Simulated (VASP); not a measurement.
A run of VASP 6.6.1 is set up as follows.

INCAR

```
SYSTEM = Te2Mo
ALGO = Normal
EDIFF = 1E-7
ENCUT = 520
GGA = PE
ISIF = 2
ISMEAR = 0
LASPH = .True.
LCHARG = .False.
LREAL = .False.
LWAVE = .False.
NBANDS = 35
NELM = 80
PREC = Accurate
SIGMA = 0.05
```

File KPOINTS:

```
k-points
0
Gamma
  12 12 2
  0 0 0
```

POSCAR

```
Te2Mo
1.0
    3.4681397723      0.0000000000      0.0000000000
   -1.7340698861      3.0034971467      0.0000000000
    0.0000000000      0.0000000000     15.9649545909
Te Mo
4 2
Direct
    0.3333333333      0.6666666667      0.6310943552
    0.6666666667      0.3333333333      0.1310943552
    0.3333333333      0.6666666667      0.8689056448
    0.6666666667      0.3333333333      0.3689056448
    0.3333333333      0.6666666667      0.2500000000
    0.6666666667      0.3333333333      0.7500000000
```

Potentials or basis: VASP PAW PBE potentials, release 64 (Te, Mo_sv).

Command:

```console
$ cat potpaw_PBE.64/Te/POTCAR potpaw_PBE.64/Mo_sv/POTCAR > POTCAR
$ mpirun -np 1 vasp_std > vasp.out
```

Predict the band gap on the k mesh.

0.81 eV, indirect (least direct gap 1.16 eV).

Estimate the pressure.

-0.6 GPa.

Predict the largest force.

0.679 eV/Å.

Forces in eV/Å, atoms in the order of the input:
```
Te   0.000  0.000  0.679
Te   0.000  0.000  0.679
Te   0.000  0.000 -0.679
Te   0.000  0.000 -0.679
Mo   0.000  0.000  0.000
Mo   0.000  0.000  0.000
```

Caveat: the cell differs from its parent crystal (strain -0.025 along x and y, +0.050 along z); spin-orbit coupling is left out, which moves the levels of the heavy elements; this functional lacks dispersion, which binds the layers, so the pressure and a relaxed spacing across them are unreliable. A k mesh can miss the band edges.
